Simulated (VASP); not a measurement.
Input of a VASP 6.6.1 run:

Contents of INCAR:

```
  PREC = Accurate
  ENCUT = 520
  EDIFF = 1E-7
  ISMEAR = 0
  SIGMA = 0.05
  LREAL = False
  LASPH = True
  NELM = 80
  ALGO = Normal
  ISIF = 2
  LWAVE = False
  LCHARG = True
  LELF = True
  LVHAR = True
  NBANDS = 26
```

Contents of KPOINTS:

```
regular mesh
0
Gamma
  8 6 4
```

File POSCAR:

```
AlN
1.0
   -1.6378403119      2.8368226349      0.0000000000
    0.0000000000      0.0000000000      4.1006264518
    4.9135209358      2.8368226349      0.0000000000
Al N
4 4
Direct
    0.5277115844      0.7500000000      0.2263768326
    1.0000000000      0.7500000000      0.6666666667
    0.0000000000      0.2500000000      0.3333333333
    0.5000000000      0.2500000000      0.8333333333
    0.5000000000      0.2500000000      0.1666666667
    1.0000000000      0.2500000000      0.6666666667
    0.0000000000      0.7500000000      0.3333333333
    0.5000000000      0.7500000000      0.8333333333
```

Potentials or basis: VASP PAW LDA potentials, release 64 (Al, N).

Launch:

```console
$ cat potpaw_LDA.64/Al/POTCAR potpaw_LDA.64/N/POTCAR > POTCAR
$ mpirun -np 1 vasp_std > vasp.out
```

Q: What does it give for the largest force?

A: 6.799 eV/Å.

Q: What does it give for the pressure?

A: 5.3 GPa.

Q: Estimate the band gap on the k mesh.

A: 3.02 eV.

Forces on the atoms (eV/Å):
```
Al  -2.803 -6.195  0.000
Al   1.454  0.909  0.000
Al  -0.229  0.223  0.000
Al   0.357  0.171  0.000
N    1.214  0.918  0.000
N   -0.615 -0.344  0.000
N    0.395  4.061  0.000
N    0.227  0.257  0.000
```

Caveat: the cell differs from its parent crystal (atom 1 (Al) moved by +0.248 Å along [1 0 0] and +0.248 Å along [1 2 0]); the cell stands under pressure; forces of over 1 eV/Å act on the atoms, so gaps and moduli don't describe the material at rest. A k mesh can miss the band edges.
